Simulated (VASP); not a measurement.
**HfB: single point with r2SCAN**

Crystal: HfB.

```
CELL_PARAMETERS angstrom
0.00000 2.37150 2.37150
2.37150 0.00000 2.37150
2.37150 2.37150 0.00000
ATOMIC_POSITIONS crystal
Hf 0.50000 0.50000 0.50000
B 0.00000 0.00000 0.00000
```

```json
{
  "Program": "VASP 6.6.1",
  "Task": "single point",
  "Functional": "r2SCAN",
  "Potentials or basis": "VASP PAW PBE potentials, release 64 (Hf_pv, B)",
  "Cutoff": "520 eV",
  "k mesh": "10 × 10 × 10",
  "Occupations": "fermi-dirac, width 0.05 eV",
  "Spin": "no spin polarisation",
  "Dipole correction": "no",
  "Further INCAR settings": "ALGO = Normal; EDIFF = 1e-06; NBANDS = 14"
}
```

```json
{"Pressure": "10.1 GPa", "Band gap on the k mesh": "zero (an odd number of electrons rules out a gap without spin polarisation)"}
```

Levels at points of the mesh, in eV from the Fermi level:
```
           k point  band 4  band 5  band 6  band 7  band 8  band 9  band 10  band 11
(0.00, 0.00, 0.00)   -9.90    2.40    2.40    2.40    3.95    3.95     3.95     4.10
(0.50, 0.00, 0.00)   -4.96   -4.81   -1.28   -1.28    6.43    6.43     7.45     8.39
(0.50, 0.50, 0.00)   -7.01   -1.33   -0.82    2.18    2.18    5.95     7.69     7.69
```

Run time: 2.5 min on 1 thread of AMD EPYC 7R43 64-Core Processor (Zen 3), with other jobs on the host, peak memory 0.15 GiB.

Caveat: the cell stands under pressure; the PAW data sets were made with another functional, which shifts forces and pressure a little; spin-orbit coupling is left out, which moves the levels of the heavy elements.
